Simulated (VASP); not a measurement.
# K (P4/mmm) in VASP: single point with PBE+D3(BJ)

Aim: the single point of K with PBE+D3(BJ).

Everything below comes from runs of VASP 6.6.1. Logs are shortened: lines on timing, memory, paths and dates and some standing lists are left out, and cuts for length are marked.

## (1) The cell of the first run

The structure is tetragonal, space group P4/mmm (No. 123). The conventional cell has a = 10.080 Å, b = 10.080 Å, c = 4.325 Å, α = 90.00°, β = 90.00°, γ = 90.00°. Within 5.7 Å of K (site symmetry 4/mmm) lie 2 K at 4.32 Å.

## (2) Single point, PBE+D3(BJ)

INCAR reads:

```
SYSTEM = K
PREC     = Accurate       ! precision mode
ENCUT    = 520            ! plane-wave cutoff, eV
EDIFF    = 1E-6           ! SCF threshold, eV
ISMEAR   = 0              ! smearing method
SIGMA    = 0.15           ! smearing width, eV
LREAL    = .False.        ! projectors in reciprocal space
LASPH    = .True.         ! aspherical terms in the spheres
NELM     = 80             ! most SCF steps
ALGO     = Fast           ! electronic algorithm
ISIF     = 2              ! what is computed and relaxed
LWAVE    = .False.        ! write WAVECAR
LCHARG   = .False.        ! write CHGCAR
GGA      = PE             ! functional
IVDW     = 12             ! dispersion correction
NBANDS   = 10             ! bands
```

KPOINTS reads:

```
regular mesh
0
Gamma
  6 6 12
  0 0 0
```

POSCAR reads:

```
K
1.0
   10.0796055900      0.0000000000      0.0000000000
    0.0000000000     10.0796055900      0.0000000000
    0.0000000000      0.0000000000      4.3245983300
K
1
Direct
    0.0000000000      0.0000000000      0.0000000000
```

Potentials or basis: VASP PAW PBE potentials, release 64 (K_sv).

Launch:

```sh
> cat potpaw_PBE.64/K_sv/POTCAR > POTCAR
> mpirun -np 1 vasp_std > vasp.out
```

OUTCAR:

```text
SYSTEM = K
   PREC = Accurate
   ENCUT = 520
   EDIFF = 1E-6
   ISMEAR = 0
   LREAL = .False.
   LASPH = .True.
   NELM = 80
   ISIF = 2
   GGA = PE
   IVDW = 12
 IVDW          = 12

 ion  position               nearest neighbor table
   1  0.000  0.000  0.000-

  LATTYP: Found a simple tetragonal cell.
 ALAT       =    10.0796055900
 C/A-ratio  =     0.4290443997

  Lattice vectors:

 A1 = (  10.0796055900,   0.0000000000,   0.0000000000)
 A2 = (   0.0000000000,  10.0796055900,   0.0000000000)
 A3 = (   0.0000000000,   0.0000000000,   4.3245983300)

Analysis of symmetry for initial positions (statically):
=====================================================================
 Subroutine PRICEL returns:
 Original cell was already a primitive cell.

 Routine SETGRP: Setting up the symmetry group for a
 simple tetragonal supercell.

 Subroutine GETGRP returns: Found 16 space group operations
 (whereof 16 operations were pure point group operations)
 out of a pool of 16 trial point group operations.

The static configuration has the point symmetry D_4h.

Analysis of symmetry for dynamics (positions and initial velocities):
=====================================================================
 Subroutine PRICEL returns:
 Original cell was already a primitive cell.

 Routine SETGRP: Setting up the symmetry group for a
 simple tetragonal supercell.

 Subroutine GETGRP returns: Found 16 space group operations
 (whereof 16 operations were pure point group operations)
 out of a pool of 16 trial point group operations.

The dynamic configuration has the point symmetry D_4h.

 Subroutine INISYM returns: Found 16 space group operations
 (whereof 16 operations are pure point group operations),
 and found     1 'primitive' translations

----------------------------------------------------------------------------------------

                                     Primitive cell

  volume of cell :     439.3725

  direct lattice vectors                    reciprocal lattice vectors
    10.079605590  0.000000000  0.000000000     0.099210231  0.000000000  0.000000000
     0.000000000 10.079605590  0.000000000     0.000000000  0.099210231  0.000000000
     0.000000000  0.000000000  4.324598330     0.000000000  0.000000000  0.231235348

  length of vectors
    10.079605590 10.079605590  4.324598330     0.099210231  0.099210231  0.231235348

  position of ions in fractional coordinates (direct lattice)
     0.000000000  0.000000000  0.000000000

  ion indices of the primitive-cell ions
   primitive index   ion index
                 1           1

----------------------------------------------------------------------------------------

 KPOINTS: regular mesh

Automatic generation of k-mesh.
 Grid dimensions read from file:
 generate k-points for:    6    6   12

 Generating k-lattice:

  Cartesian coordinates                     Fractional coordinates (reciprocal lattice)
     0.016535039  0.000000000  0.000000000     0.166666667  0.000000000  0.000000000
     0.000000000  0.016535039  0.000000000     0.000000000  0.166666667  0.000000000
     0.000000000  0.000000000  0.019269612     0.000000000  0.000000000  0.083333333

  Length of vectors
     0.016535039  0.016535039  0.019269612

  Shift w.r.t. Gamma in fractional coordinates (k-lattice)
     0.000000000  0.000000000  0.000000000

 Subroutine IBZKPT returns following result:
 ===========================================

 Found     70 irreducible k-points:

 Following reciprocal coordinates:
            Coordinates               Weight
  0.000000  0.000000  0.000000      1.000000
  0.166667  0.000000  0.000000      4.000000
  0.333333  0.000000  0.000000      4.000000
  0.500000  0.000000  0.000000      2.000000
  0.166667  0.166667  0.000000      4.000000
  0.333333  0.166667  0.000000      8.000000
[... 16 lines left out ...]
  0.333333  0.000000  0.166667      8.000000
  0.500000  0.000000  0.166667      4.000000
 [... further k-points ...]
   k-points           NKPTS =     70   k-points in BZ     NKDIM =     70   number of bands    NBANDS=     10
   number of dos      NEDOS =    301   number of ions     NIONS =      1
   total plane-waves  NPLWV = 204800
   dimension x,y,z NGX =    80 NGY =   80 NGZ =   32
   dimension x,y,z NGXF=   160 NGYF=  160 NGZF=   64
   ions per type =               1
   NGX,Y,Z   is equivalent  to a cutoff of  13.19, 13.19, 12.30 a.u.
   NGXF,Y,Z  is equivalent  to a cutoff of  26.39, 26.39, 24.60 a.u.
 SYSTEM =  K
   PREC   = accura    normal or accurate (medium, high low for compatibility)
   ISTART =      0    job   : 0-new  1-cont  2-samecut
   ICHARG =      2    charge: 1-file 2-atom 10-const
   ISPIN  =      1    spin polarized calculation?
   LNONCOLLINEAR =      F non collinear calculations
   LSORBIT =      F    spin-orbit coupling
   LASPH  =      T    aspherical Exc in radial PAW
   ENCUT  =  520.0 eV  38.22 Ry    6.18 a.u.  18.74 18.74  8.04*2*pi/ulx,y,z
   NELM   =     80;   NELMIN=  2; NELMDL= -5     # of ELM steps
   EDIFF  = 0.1E-05   stopping-criterion for ELM
   LREAL  =      F    real-space projection
   EDIFFG = 0.1E-04   stopping-criterion for IOM
   NSW    =      0    number of steps for IOM
   IBRION =     -1    ionic relax: 0-MD 1-quasi-New 2-CG
   NFREE  =      0    steps in history (QN), initial steepest desc. (CG)
   ISIF   =      2    stress and relaxation
   ISYM   =      2    0-nonsym 1-usesym 2-fastsym
   POTIM  = 0.5000    time-step for ionic-motion
   TEBEG  =    0.0;   TEEND  =   0.0 temperature during run
   PSTRESS=    0.0 pullay stress
   NELECT =       9.0000    total number of electrons
   NUPDOWN=      -1.0000    fix difference up-down
   EMIN   =  10.00;   EMAX   =-10.00  energy-range for DOS
   EFERMI =   0.00;   METHOD = LEGACY
   ISMEAR =     0;   SIGMA  =   0.15  broadening in eV -4-tet -1-fermi 0-gaus
   EFERMI_NEDOS =   21; number of points for ismear=-14 and -15
   IALGO  =     68    algorithm
   IMIX   =      4    mixing-type and parameters
     AMIX     =   0.40;   BMIX     =  1.00
     AMIX_MAG =   1.60;   BMIX_MAG =  1.00
  volume/ion in A,a.u.               =     439.37      2965.03
  Fermi-wavevector in a.u.,A,eV,Ry     =   0.447931  0.846467  2.729906  0.200642
  Thomas-Fermi vector in A             =   1.427117
   LORBIT       =      0    0 simple, 1 ext, 2 COOP (PROOUT), +10 PAW based schemes
   GGA     = PE    functional components
   LHFCALC =     F    Hartree Fock is set to
   AEXX    =    0.0000 exact exchange contribution
   IVDW    =    12    specifies the selected vdW correction
   LEPSILON=     F    determine dielectric tensor
   LRPA    =     F    only Hartree local field effects (RPA)
 non-spin polarized calculation
 RMM-DIIS sequential band-by-band and
 Gauss-broadening in eV      SIGMA  =   0.15
  energy-cutoff  :      520.00
  volume of cell :      439.37
 maximum number of plane-waves:     11912
 NGX is ok and might be reduce to    80
   NGX = 37   NGY = 37   NGZ = 17

 number of electron       9.0000000 magnetization

 Free energy of the ion-electron system (eV)
  ---------------------------------------------------
  ext. energy  EPLUGINS =         0.00000000
  ---------------------------------------------------
  free energy    TOTEN  =        -0.56528692 eV

  energy without entropy =       -0.55124853  energy(sigma->0) =       -0.55826772

 E-fermi :  -1.9811     XC(G=0):  -2.0542

 val. band max:       -1.9816328227   @ k =   0.3333   0.1667   0.2500
 cond. band min:      -1.9802446966   @ k =   0.5000   0.0000   0.2500
 fundamental gap:      0.0013881260
 Fermi energy:        -1.9811285301

 k-point     1 :       0.0000    0.0000    0.0000
  band No.  band energies     occupation
      1     -34.5587      2.00000
      2     -18.0488      2.00000
      3     -18.0488      2.00000
      4     -17.9689      2.00000
      5      -2.6055      2.00000
      6      -0.5784      0.00000
      7      -0.5784      0.00000
      8      -0.1014      0.00000
      9       0.1513      0.00000
     10       0.7620      0.00000

 k-point     2 :       0.1667    0.0000    0.0000
  band No.  band energies     occupation
      1     -34.5587      2.00000
      2     -18.0488      2.00000
      3     -18.0488      2.00000
      4     -17.9689      2.00000
      5      -2.5972      2.00000
      6      -0.7251      0.00000
      7      -0.5664      0.00000
      8       0.0036      0.00000
      9       0.2884      0.00000
     10       0.6771      0.00000

 k-point     3 :       0.3333    0.0000    0.0000
  band No.  band energies     occupation
      1     -34.5587      2.00000
      2     -18.0488      2.00000
      3     -18.0488      2.00000
      4     -17.9689      2.00000
      5      -2.5798      2.00000
      6      -0.9070      0.00000
      7      -0.5404      0.00000
      8       0.0867      0.00000
      9       0.5396      0.00000
     10       0.6354      0.00000

 k-point     4 :       0.5000    0.0000    0.0000
  band No.  band energies     occupation
      1     -34.5587      2.00000
      2     -18.0488      2.00000
      3     -18.0488      2.00000
      4     -17.9689      2.00000
      5      -2.5708      2.00000
      6      -0.9768      0.00000
      7      -0.5262      0.00000
      8       0.1206      0.00000
      9       0.4799      0.00000
     10       0.8942      0.00000

 k-point     5 :       0.1667    0.1667    0.0000
  band No.  band energies     occupation
      1     -34.5587      2.00000
      2     -18.0488      2.00000
      3     -18.0488      2.00000
      4     -17.9689      2.00000
      5      -2.5890      2.00000
      6      -0.7277      0.00000
      7      -0.6897      0.00000
      8       0.1729      0.00000
      9       0.3497      0.00000
     10       0.5597      0.00000

 k-point     6 :       0.3333    0.1667    0.0000
  band No.  band energies     occupation
      1     -34.5587      2.00000
      2     -18.0488      2.00000
      3     -18.0488      2.00000
      4     -17.9689      2.00000
      5      -2.5719      2.00000
      6      -0.8902      0.00000
      7      -0.6739      0.00000
      8       0.2825      0.00000
      9       0.3834      0.00000
     10       0.6610      0.00000
[... 183 lines left out ...]
 k-point    21 :       0.0000    0.0000    0.1667
  band No.  band energies     occupation
      1     -34.5577      2.00000
      2     -18.0468      2.00000
      3     -18.0468      2.00000
      4     -17.9888      2.00000
      5      -2.3403      1.99929
      6      -0.4143      0.00000
      7      -0.4143      0.00000
      8       0.1425      0.00000
      9       0.3649      0.00000
     10       0.9583      0.00000

 k-point    22 :       0.1667    0.0000    0.1667
  band No.  band energies     occupation
      1     -34.5577      2.00000
      2     -18.0468      2.00000
      3     -18.0468      2.00000
      4     -17.9888      2.00000
      5      -2.3315      1.99905
      6      -0.5458      0.00000
      7      -0.4034      0.00000
      8       0.2372      0.00000
      9       0.4924      0.00000
     10       0.8766      0.00000

 k-point    23 :       0.3333    0.0000    0.1667
  band No.  band energies     occupation
      1     -34.5577      2.00000
      2     -18.0468      2.00000
      3     -18.0468      2.00000
      4     -17.9888      2.00000
      5      -2.3131      1.99825
      6      -0.7192      0.00000
      7      -0.3798      0.00000
      8       0.3170      0.00000
      9       0.7446      0.00000
     10       0.8198      0.00000

 k-point    24 :       0.5000    0.0000    0.1667
  band No.  band energies     occupation
      1     -34.5577      2.00000
      2     -18.0468      2.00000
      3     -18.0468      2.00000
      4     -17.9888      2.00000
      5      -2.3034      1.99762
      6      -0.7872      0.00000
      7      -0.3671      0.00000
      8       0.3504      0.00000
      9       0.6874      0.00000
     10       1.0694      0.00000

 [... further k-points ...]

------------------------ aborting loop because EDIFF is reached ----------------------------------------

 Edisp (eV)   -0.01751

 E8    (eV) :    -0.0097

  FORCE on cell =-STRESS in cart. coord.  units (eV):
  Direction    XX          YY          ZZ          XY          YZ          ZX
  --------------------------------------------------------------------------------------
  -------------------------------------------------------------------------------------
  Total      -0.01830    -0.01830    -0.12844     0.00000     0.00000     0.00000
  in kB      -0.06674    -0.06674    -0.46836     0.00000     0.00000     0.00000
  external pressure =       -0.20 kB  Pullay stress =        0.00 kB

 VOLUME and BASIS-vectors are now :
 -----------------------------------------------------------------------------
  energy-cutoff  :      520.00
  volume of cell :      439.37
      direct lattice vectors                 reciprocal lattice vectors
    10.079605590  0.000000000  0.000000000     0.099210231  0.000000000  0.000000000
     0.000000000 10.079605590  0.000000000     0.000000000  0.099210231  0.000000000
     0.000000000  0.000000000  4.324598330     0.000000000  0.000000000  0.231235348

 POSITION                                       TOTAL-FORCE (eV/Angst)
 -----------------------------------------------------------------------------------
      0.00000      0.00000      0.00000         0.000000      0.000000      0.000000
 -----------------------------------------------------------------------------------
    total drift:                               -0.000000     -0.000000      0.000000

  FREE ENERGIE OF THE ION-ELECTRON SYSTEM (eV)
  ---------------------------------------------------
  free  energy   TOTEN  =        -0.5828002857 eV

  energy  without entropy=       -0.5687618915  energy(sigma->0) =       -0.57578109
```

Run time: 11 min. Hardware: 1 thread of AMD EPYC 7R43 (Zen 3), shared host; peak memory 0.61 GiB.

What came out:

- Free energy: -0.5828 eV
- Pressure: 0.0 GPa
- Band gap on the k mesh: zero (an odd number of electrons rules out a gap without spin polarisation)
- Dispersion energy per atom: -0.018 eV
